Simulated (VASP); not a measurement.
The system is Fe.

```
Fe
1.0
     2.78981    0.00000    0.00000
     0.00000    2.78981    0.00000
     0.00000    0.00000    2.78981
Fe
2
Direct
  0.00000 0.00000 0.00000
  0.50000 0.50000 0.50000
```

Base run:

* Program: VASP 6.6.1
* Functional: PBEsol
* Potentials or basis: VASP PAW PBE potentials, release 64 (Fe)
* Cutoff: 520 eV
* k mesh: 12 × 12 × 12
* Occupations: gaussian, width 0.05 eV
* Spin: collinear spin, antiferromagnetic start
* Starting moments: [2.5, -2.5] μB

Its results: pressure -10.4 GPa; net moment 0.00 μB per cell; site moments Fe +1.21, -1.21 μB.

The run is repeated on the same cell with these changes: spin from collinear spin, antiferromagnetic start to collinear spin, ferromagnetic start; moments at the start from [2.5, -2.5] to [2.5, 2.5]. What comes out?

Pressure -1.0 GPa; net moment 4.20 μB per cell; site moments Fe +2.08 μB.

Caveats: the PAW data sets were made with another functional, which shifts forces and pressure a little.
